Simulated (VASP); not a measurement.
# TaSBr (P4mm) in VASP: single point with PBE

Aim: the single point of TaSBr with PBE.

Program: VASP 6.6.1. These are calculated values, not measurements. Logs are shortened: lines on timing, memory, paths and dates and some standing lists are left out, and cuts for length are marked.

## 1. The cell of the first run

Symmetry: P4mm, No. 99, tetragonal system. Conventional cell: a = 4.044 Å, b = 4.044 Å, c = 5.529 Å, α = 90.00°, β = 90.00°, γ = 90.00°. Ta (site symmetry 4mm) has 1 Br at 1.89 Å within 2.5 Å. S (site symmetry 4mm) has 4 Br at 3.25 Å and 4 Ta at 3.54 Å and 4 S at 4.04 Å within 4.3 Å. Within 2.5 Å of Br (site symmetry 4mm) lie 1 Ta at 1.89 Å.

## 2. Single point, PBE

File INCAR:

```
PREC = Accurate
ENCUT = 520
EDIFF = 1E-6
ISMEAR = 0
SIGMA = 0.1
LREAL = False
LASPH = True
NELM = 100
ALGO = Normal
ISIF = 2
LWAVE = False
LCHARG = False
GGA = PE
NBANDS = 19
```

File KPOINTS:

```
Automatic mesh
0
Gamma
  4 4 4
```

File POSCAR:

```
TaSBr
1.0
    4.0444406900      0.0000000000      0.0000000000
    0.0000000000      4.0444406900      0.0000000000
    0.0000000000      0.0000000000      5.5292195000
Ta S Br
1 1 1
Direct
    0.5000000000      0.5000000000      0.7354193800
    0.0000000000      0.0000000000      0.1140467400
    0.5000000000      0.5000000000      0.3928293800
```

Potentials or basis: VASP PAW PBE potentials, release 64 (Ta_pv, S, Br).

Launch:

```console
cat potpaw_PBE.64/Ta_pv/POTCAR potpaw_PBE.64/S/POTCAR potpaw_PBE.64/Br/POTCAR > POTCAR
mpirun -np 1 vasp_std > vasp.out
```

OUTCAR:

```text
PREC = Accurate
   ENCUT = 520
   EDIFF = 1E-6
   ISMEAR = 0
   LREAL = False
   LASPH = True
   NELM = 100
   ISIF = 2
   GGA = PE

 ion  position               nearest neighbor table
   1  0.500  0.500  0.735-   3 1.89
   2  0.000  0.000  0.114-
   3  0.500  0.500  0.393-   1 1.89

  LATTYP: Found a simple tetragonal cell.
 ALAT       =     4.0444406900
 C/A-ratio  =     1.3671159806

  Lattice vectors:

 A1 = (   4.0444406900,   0.0000000000,   0.0000000000)
 A2 = (   0.0000000000,   4.0444406900,   0.0000000000)
 A3 = (   0.0000000000,   0.0000000000,   5.5292195000)

Analysis of symmetry for initial positions (statically):
=====================================================================
 Subroutine PRICEL returns:
 Original cell was already a primitive cell.

 Routine SETGRP: Setting up the symmetry group for a
 simple tetragonal supercell.

 Subroutine GETGRP returns: Found  8 space group operations
 (whereof  8 operations were pure point group operations)
 out of a pool of 16 trial point group operations.

The static configuration has the point symmetry C_4v.

Analysis of symmetry for dynamics (positions and initial velocities):
=====================================================================
 Subroutine PRICEL returns:
 Original cell was already a primitive cell.

 Routine SETGRP: Setting up the symmetry group for a
 simple tetragonal supercell.

 Subroutine GETGRP returns: Found  8 space group operations
 (whereof  8 operations were pure point group operations)
 out of a pool of 16 trial point group operations.

The dynamic configuration has the point symmetry C_4v.

 Subroutine INISYM returns: Found  8 space group operations
 (whereof  8 operations are pure point group operations),
 and found     1 'primitive' translations

----------------------------------------------------------------------------------------

                                     Primitive cell

  volume of cell :      90.4442

  direct lattice vectors                    reciprocal lattice vectors
     4.044440690  0.000000000  0.000000000     0.247252977  0.000000000  0.000000000
     0.000000000  4.044440690  0.000000000     0.000000000  0.247252977  0.000000000
     0.000000000  0.000000000  5.529219500     0.000000000  0.000000000  0.180857352

[... 73 lines left out ...]
   LNONCOLLINEAR =      F non collinear calculations
   LSORBIT =      F    spin-orbit coupling
   LASPH  =      T    aspherical Exc in radial PAW
   ENCUT  =  520.0 eV  38.22 Ry    6.18 a.u.   7.52  7.52 10.28*2*pi/ulx,y,z
   NELM   =    100;   NELMIN=  2; NELMDL= -5     # of ELM steps
   EDIFF  = 0.1E-05   stopping-criterion for ELM
   LREAL  =      F    real-space projection
   EDIFFG = 0.1E-04   stopping-criterion for IOM
   NSW    =      0    number of steps for IOM
   IBRION =     -1    ionic relax: 0-MD 1-quasi-New 2-CG
   NFREE  =      0    steps in history (QN), initial steepest desc. (CG)
   ISIF   =      2    stress and relaxation
   ISYM   =      2    0-nonsym 1-usesym 2-fastsym
   POTIM  = 0.5000    time-step for ionic-motion
   TEBEG  =    0.0;   TEEND  =   0.0 temperature during run
   PSTRESS=    0.0 pullay stress
   NELECT =      24.0000    total number of electrons
   NUPDOWN=      -1.0000    fix difference up-down
   EMIN   =  10.00;   EMAX   =-10.00  energy-range for DOS
   EFERMI =   0.00;   METHOD = LEGACY
   ISMEAR =     0;   SIGMA  =   0.10  broadening in eV -4-tet -1-fermi 0-gaus
   EFERMI_NEDOS =   21; number of points for ismear=-14 and -15
   IALGO  =     38    algorithm
   IMIX   =      4    mixing-type and parameters
     AMIX     =   0.40;   BMIX     =  1.00
     AMIX_MAG =   1.60;   BMIX_MAG =  1.00
  volume/ion in A,a.u.               =      30.15       203.45
  Fermi-wavevector in a.u.,A,eV,Ry     =   1.052006  1.988004 15.057801  1.106717
  Thomas-Fermi vector in A             =   2.187072
   LORBIT       =      0    0 simple, 1 ext, 2 COOP (PROOUT), +10 PAW based schemes
   GGA     = PE    functional components
   LHFCALC =     F    Hartree Fock is set to
   AEXX    =    0.0000 exact exchange contribution
   IVDW    =     0    specifies the selected vdW correction
   LEPSILON=     F    determine dielectric tensor
   LRPA    =     F    only Hartree local field effects (RPA)
 non-spin polarized calculation
 Gauss-broadening in eV      SIGMA  =   0.10
  energy-cutoff  :      520.00
  volume of cell :       90.44
 maximum number of plane-waves:      2453
   NGX = 15   NGY = 15   NGZ = 21

 number of electron      23.9999996 magnetization

 Free energy of the ion-electron system (eV)
  ---------------------------------------------------
  ext. energy  EPLUGINS =         0.00000000
  ---------------------------------------------------
  free energy    TOTEN  =       -10.26433713 eV

  energy without entropy =      -10.23846928  energy(sigma->0) =      -10.25140321

 E-fermi :   2.2082     XC(G=0):  -8.8007

 val. band max:        2.2063177323   @ k =   0.5000   0.2500   0.5000
 cond. band min:       2.2395610973   @ k =   0.2500   0.0000   0.2500
 fundamental gap:      0.0332433651
 Fermi energy:         2.2081853205

 k-point     1 :       0.0000    0.0000    0.0000
  band No.  band energies     occupation
      1     -34.5576      2.00000
      2     -33.5185      2.00000
      3     -33.5185      2.00000
      4     -15.1305      2.00000
      5      -8.9651      2.00000
      6      -3.3411      2.00000
[... 373 lines left out ...]
      6      -4.2763      2.00000
[... 11 lines left out ...]
     18       6.6342      0.00000
     19       7.2321      0.00000

------------------------ aborting loop because EDIFF is reached ----------------------------------------

  FORCE on cell =-STRESS in cart. coord.  units (eV):
  Direction    XX          YY          ZZ          XY          YZ          ZX
  --------------------------------------------------------------------------------------
  -------------------------------------------------------------------------------------
  Total       -5.8625264     -5.8625264     35.8379562      0.0000000      0.0000000     -0.0000000
  in kB     -103.8519417   -103.8519417    634.8528070      0.0000000      0.0000000     -0.0000000
  external PRESSURE =     142.3829745 kB  Pullay stress =       0.0000000 kB

 VOLUME and BASIS-vectors are now :
 -----------------------------------------------------------------------------
  energy-cutoff  :      520.00
  volume of cell :       90.44
      direct lattice vectors                 reciprocal lattice vectors
     4.044440690  0.000000000  0.000000000     0.247252977  0.000000000  0.000000000
     0.000000000  4.044440690  0.000000000     0.000000000  0.247252977  0.000000000
     0.000000000  0.000000000  5.529219500     0.000000000  0.000000000  0.180857352

 POSITION                                       TOTAL-FORCE (eV/Angst)
 -----------------------------------------------------------------------------------
      2.02222      2.02222      4.06630        -0.000000      0.000000     22.645793
      0.00000      0.00000      0.63059         0.000000      0.000000     -2.137614
      2.02222      2.02222      2.17204        -0.000000      0.000000    -20.508179
 -----------------------------------------------------------------------------------
    total drift:                                0.000000      0.000000     -0.000049

  FREE ENERGIE OF THE ION-ELECTRON SYSTEM (eV)
  ---------------------------------------------------
  free  energy   TOTEN  =       -10.2643371343 eV

  energy  without entropy=      -10.2384692847  energy(sigma->0) =      -10.25140321
```

Wall time 32 s (1 thread of Intel Xeon Platinum 8259CL at 2.50GHz (Skylake/Cascade Lake), shared host); peak memory 0.2 GiB.

What came out:

| Property | Result |
| --- | --- |
| Free energy | -10.2643 eV |
| Pressure | 14.2 GPa |
| Largest force | 22.646 eV/Å |
| Band gap on the k mesh | zero (band 12 reaches 3.08 eV, above the bottom of band 13 at 1.37 eV) |

Forces on the atoms (eV/Å):
```
Ta    0.000   0.000  22.646
S     0.000   0.000  -2.138
Br    0.000   0.000 -20.508
```

Caveat: the k points lie up to 0.39 Å⁻¹ apart; spin-orbit coupling is left out, which moves the levels of the heavy elements; forces of over 1 eV/Å act on the atoms, so gaps and moduli don't describe the material at rest.
